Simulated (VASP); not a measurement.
Runs of VASP 6.6.1 on NaCl. The structure is that of space group Pm-3m (No. 221), or close to it. The cells are those of the table. 

```csv
cell,gap on the mesh (eV),pressure (GPa)
"a = 3.401 Å, 2 atoms",4.29,3.0
"a = 3.516 Å, 2 atoms",3.93,-0.2
"a = 3.340 Å, 2 atoms",4.50,(b)
"a = 3.460 Å, 2 atoms",(a),1.2
"a = 3.571 Å, 2 atoms",3.79,-1.2
```

Alike in all rows: task single point; level PBE; potentials or basis VASP PAW PBE potentials, release 64 (Na_pv, Cl); no spin polarisation; k mesh 4 × 4 × 4; cutoff (eV) 520; smearing gaussian 0.01 eV.

Estimate the missing entries.

(a) 4.10; (b) 5.4.

Caveats: all runs use coarse meshes.

A k mesh can miss the band edges.
